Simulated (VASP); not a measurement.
# Mo (I4mm) in VASP: a series of runs, part 2 of 2

VASP 6.6.1.

## (3) Single point, PBE (atom 1 (Mo) moved -0.040 Å along Cartesian [1 0 0])

File INCAR:

```
PREC     = Accurate       # precision mode
ENCUT    = 520            # plane-wave cutoff, eV
EDIFF    = 1E-7           # SCF threshold, eV
ISMEAR   = 0              # smearing method
SIGMA    = 0.15           # smearing width, eV
LREAL    = F              # projectors in reciprocal space
LASPH    = T              # aspherical terms in the spheres
NELM     = 100            # most SCF steps
ALGO     = Fast           # electronic algorithm
ISIF     = 2              # what is computed and relaxed
LWAVE    = F              # write WAVECAR
LCHARG   = F              # write CHGCAR
GGA      = PE             # functional
NBANDS   = 66             # bands
```

File KPOINTS:

```
Automatic mesh
0
Gamma
  12 12 12
```

File POSCAR:

```
Mo
1.0
   -3.1420000000     -3.1420000000      3.1420000000
   -3.1420000000      3.1420000000     -3.1420000000
    3.1420000000     -3.1420000000     -3.1420000000
Mo
8
Direct
    0.5063653724      0.5063653724      0.5000000000
    0.0000000000      0.5000000000      0.5000000000
    0.5000000000      0.0000000000      0.5000000000
    0.0000000000      0.0000000000      0.5000000000
    0.5000000000      0.5000000000      0.0000000000
    0.0000000000      0.5000000000      0.0000000000
    0.5000000000      0.0000000000      0.0000000000
    0.0000000000      0.0000000000      0.0000000000
```

Potentials or basis: VASP PAW PBE potentials, release 64 (Mo_sv).

Run with:

```sh
cat potpaw_PBE.64/Mo_sv/POTCAR > POTCAR
mpirun -np 1 vasp_std > vasp.out
```

OUTCAR:

```text
PREC = Accurate
   ENCUT = 520
   EDIFF = 1E-7
   ISMEAR = 0
   LREAL = F
   LASPH = T
   NELM = 100
   ISIF = 2
   GGA = PE

 ion  position               nearest neighbor table
   1  0.506  0.506  0.500-   2 2.70   3 2.70   8 2.70   5 2.70   5 2.74   3 2.74   2 2.74   8 2.74
                             4 3.10   7 3.14   7 3.14   6 3.14   6 3.14   4 3.18
   2  0.000  0.500  0.500-   1 2.70   4 2.72   6 2.72   7 2.72   6 2.72   4 2.72   7 2.72   1 2.74
                             3 3.14   5 3.14   8 3.14   5 3.14   3 3.14   8 3.14
   3  0.500  0.000  0.500-   1 2.70   4 2.72   6 2.72   7 2.72   7 2.72   4 2.72   6 2.72   1 2.74
                             2 3.14   5 3.14   5 3.14   8 3.14   2 3.14   8 3.14
   4  0.000  0.000  0.500-   2 2.72   3 2.72   5 2.72   8 2.72   8 2.72   2 2.72   3 2.72   5 2.72
                             1 3.10   6 3.14   7 3.14   7 3.14   6 3.14   1 3.18
   5  0.500  0.500  0.000-   1 2.70   4 2.72   6 2.72   7 2.72   7 2.72   6 2.72   4 2.72   1 2.74
                             2 3.14   3 3.14   8 3.14   2 3.14   8 3.14   3 3.14
   6  0.000  0.500  0.000-   2 2.72   3 2.72   5 2.72   8 2.72   2 2.72   8 2.72   5 2.72   3 2.72
                             4 3.14   7 3.14   7 3.14   4 3.14   1 3.14   1 3.14
   7  0.500  0.000  0.000-   2 2.72   3 2.72   5 2.72   8 2.72   3 2.72   5 2.72   8 2.72   2 2.72
                             6 3.14   4 3.14   6 3.14   4 3.14   1 3.14   1 3.14
   8  0.000  0.000  0.000-   1 2.70   6 2.72   7 2.72   4 2.72   4 2.72   6 2.72   7 2.72   1 2.74
                             3 3.14   2 3.14   2 3.14   5 3.14   3 3.14   5 3.14

  LATTYP: Found a body centered cubic cell.
 ALAT       =     6.2840000000

  Lattice vectors:

 A1 = (  -3.1420000000,  -3.1420000000,   3.1420000000)
 A2 = (  -3.1420000000,   3.1420000000,  -3.1420000000)
 A3 = (   3.1420000000,  -3.1420000000,  -3.1420000000)

Analysis of symmetry for initial positions (statically):
=====================================================================
 Subroutine PRICEL returns:
 Original cell was already a primitive cell.

 Routine SETGRP: Setting up the symmetry group for a
 body centered cubic supercell.

 Subroutine GETGRP returns: Found  8 space group operations
 (whereof  2 operations were pure point group operations)
 out of a pool of 48 trial point group operations.

The static configuration has the point symmetry C_1h.
 The point group associated with its full space group is C_4v.

Analysis of symmetry for dynamics (positions and initial velocities):
=====================================================================
 Subroutine PRICEL returns:
 Original cell was already a primitive cell.

 Routine SETGRP: Setting up the symmetry group for a
 body centered cubic supercell.

 Subroutine GETGRP returns: Found  8 space group operations
 (whereof  2 operations were pure point group operations)
 out of a pool of 48 trial point group operations.

The dynamic configuration has the point symmetry C_1h.
 The point group associated with its full space group is C_4v.

 Subroutine INISYM returns: Found  8 space group operations
 (whereof  2 operations are pure point group operations),
 and found     1 'primitive' translations

----------------------------------------------------------------------------------------

                                     Primitive cell

  volume of cell :     124.0734

  direct lattice vectors                    reciprocal lattice vectors
[... 60 lines left out ...]
  0.000000  0.000000  0.166667      4.000000
  0.250000  0.000000  0.000000      8.000000
[... 16 lines left out ...]
 -0.000000  0.333333  0.083333     16.000000
  0.083333 -0.000000  0.333333     16.000000
 [... further k-points ...]
   k-points           NKPTS =    163   k-points in BZ     NKDIM =    163   number of bands    NBANDS=     66
   number of dos      NEDOS =    301   number of ions     NIONS =      8
   total plane-waves  NPLWV =  64000
   dimension x,y,z NGX =    40 NGY =   40 NGZ =   40
   dimension x,y,z NGXF=    80 NGYF=   80 NGZF=   80
   ions per type =               8
   NGX,Y,Z   is equivalent  to a cutoff of  12.22, 12.22, 12.22 a.u.
   NGXF,Y,Z  is equivalent  to a cutoff of  24.44, 24.44, 24.44 a.u.
 SYSTEM =  unknown system
   PREC   = accura    normal or accurate (medium, high low for compatibility)
   ISTART =      0    job   : 0-new  1-cont  2-samecut
   ICHARG =      2    charge: 1-file 2-atom 10-const
   ISPIN  =      1    spin polarized calculation?
   LNONCOLLINEAR =      F non collinear calculations
   LSORBIT =      F    spin-orbit coupling
   LASPH  =      T    aspherical Exc in radial PAW
   ENCUT  =  520.0 eV  38.22 Ry    6.18 a.u.  10.12 10.12 10.12*2*pi/ulx,y,z
   NELM   =    100;   NELMIN=  2; NELMDL= -5     # of ELM steps
   EDIFF  = 0.1E-06   stopping-criterion for ELM
   LREAL  =      F    real-space projection
   EDIFFG = 0.1E-05   stopping-criterion for IOM
   NSW    =      0    number of steps for IOM
   IBRION =     -1    ionic relax: 0-MD 1-quasi-New 2-CG
   NFREE  =      0    steps in history (QN), initial steepest desc. (CG)
   ISIF   =      2    stress and relaxation
   ISYM   =      2    0-nonsym 1-usesym 2-fastsym
   POTIM  = 0.5000    time-step for ionic-motion
   TEBEG  =    0.0;   TEEND  =   0.0 temperature during run
   PSTRESS=    0.0 pullay stress
   NELECT =     112.0000    total number of electrons
   NUPDOWN=      -1.0000    fix difference up-down
   EMIN   =  10.00;   EMAX   =-10.00  energy-range for DOS
   EFERMI =   0.00;   METHOD = LEGACY
   ISMEAR =     0;   SIGMA  =   0.15  broadening in eV -4-tet -1-fermi 0-gaus
   EFERMI_NEDOS =   21; number of points for ismear=-14 and -15
   IALGO  =     68    algorithm
   IMIX   =      4    mixing-type and parameters
     AMIX     =   0.40;   BMIX     =  1.00
     AMIX_MAG =   1.60;   BMIX_MAG =  1.00
  volume/ion in A,a.u.               =      15.51       104.66
  Fermi-wavevector in a.u.,A,eV,Ry     =   1.582176  2.989878 34.059184  2.503279
  Thomas-Fermi vector in A             =   2.682139
   LORBIT       =      0    0 simple, 1 ext, 2 COOP (PROOUT), +10 PAW based schemes
   GGA     = PE    functional components
   LHFCALC =     F    Hartree Fock is set to
   AEXX    =    0.0000 exact exchange contribution
   IVDW    =     0    specifies the selected vdW correction
   LEPSILON=     F    determine dielectric tensor
   LRPA    =     F    only Hartree local field effects (RPA)
 non-spin polarized calculation
 RMM-DIIS sequential band-by-band and
 Gauss-broadening in eV      SIGMA  =   0.15
  energy-cutoff  :      520.00
  volume of cell :      124.07
 maximum number of plane-waves:      3370
   NGX = 21   NGY = 21   NGZ = 21

 number of electron     112.0000000 magnetization

 Free energy of the ion-electron system (eV)
  ---------------------------------------------------
  ext. energy  EPLUGINS =         0.00000000
  ---------------------------------------------------
  free energy    TOTEN  =       -87.45835674 eV

  energy without entropy =      -87.39834820  energy(sigma->0) =      -87.42835247

 E-fermi :  12.7598     XC(G=0): -13.4349

 val. band max:       12.7593163424   @ k =  -0.4167   0.5000   0.1667
 cond. band min:      12.7609349255   @ k =   0.5000   0.1667  -0.4167
 fundamental gap:      0.0016185831
 Fermi energy:        12.7598366515

 k-point     1 :       0.0000    0.0000    0.0000
  band No.  band energies     occupation
      1     -48.5618      2.00000
      2     -48.2888      2.00000
      3     -48.2883      2.00000
      4     -48.2879      2.00000
      5     -48.2879      2.00000
      6     -48.2879      2.00000
[... 1645 lines left out ...]
     65      14.3323      0.00000
     66      14.5359      0.00000

 [... further k-points ...]
[... 5 lines left out ...]
  --------------------------------------------------------------------------------------
  -------------------------------------------------------------------------------------
  Total        4.2380189      4.1865789      4.1865789      0.0000000      0.0000000      0.0000000
  in kB       54.7261556     54.0619030     54.0619030      0.0000000      0.0000000      0.0000000
  external PRESSURE =      54.2833205 kB  Pullay stress =       0.0000000 kB

 VOLUME and BASIS-vectors are now :
 -----------------------------------------------------------------------------
  energy-cutoff  :      520.00
  volume of cell :      124.07
      direct lattice vectors                 reciprocal lattice vectors
    -3.142000000 -3.142000000  3.142000000    -0.159134309 -0.159134309  0.000000000
    -3.142000000  3.142000000 -3.142000000    -0.159134309  0.000000000 -0.159134309
     3.142000000 -3.142000000 -3.142000000     0.000000000 -0.159134309 -0.159134309

 POSITION                                       TOTAL-FORCE (eV/Angst)
 -----------------------------------------------------------------------------------
     -1.61100     -1.57100     -1.57100         0.517947     -0.000000     -0.000000
      0.00000      0.00000     -3.14200        -0.046428     -0.063348      0.063348
      0.00000     -3.14200      0.00000        -0.046428      0.063348     -0.063348
      1.57100     -1.57100     -1.57100        -0.263593     -0.000000     -0.000000
     -3.14200      0.00000      0.00000        -0.046428      0.063348      0.063348
     -1.57100      1.57100     -1.57100        -0.034321     -0.000000      0.000000
     -1.57100     -1.57100      1.57100        -0.034321     -0.000000     -0.000000
      0.00000      0.00000      0.00000        -0.046428     -0.063348     -0.063348
 -----------------------------------------------------------------------------------
    total drift:                               -0.000011     -0.000000     -0.000000

  FREE ENERGIE OF THE ION-ELECTRON SYSTEM (eV)
  ---------------------------------------------------
  free  energy   TOTEN  =       -87.4583567368 eV

  energy  without entropy=      -87.3983481980  energy(sigma->0) =      -87.42835247
```

It took 47 min on 1 thread of Oxide Virtual Turin-like, shared host; peak memory 0.83 GiB.

Results:

* Free energy: -87.4584 eV
* Pressure: 5.4 GPa
* Largest force: 0.518 eV/Å
* Band gap on the k mesh: zero (bands 56 and 57 overlap by 2.29 eV)

Forces in eV/Å, atoms in the order of the input:
```
Mo   0.518  0.000  0.000
Mo  -0.046 -0.063  0.063
Mo  -0.046  0.063 -0.063
Mo  -0.264  0.000  0.000
Mo  -0.046  0.063  0.063
Mo  -0.034  0.000  0.000
Mo  -0.034  0.000  0.000
Mo  -0.046 -0.063 -0.063
```

Caveat: the cell differs from its parent crystal (atom 1 (Mo) moved -0.040 Å along Cartesian [1 0 0]); the cell stands under pressure.
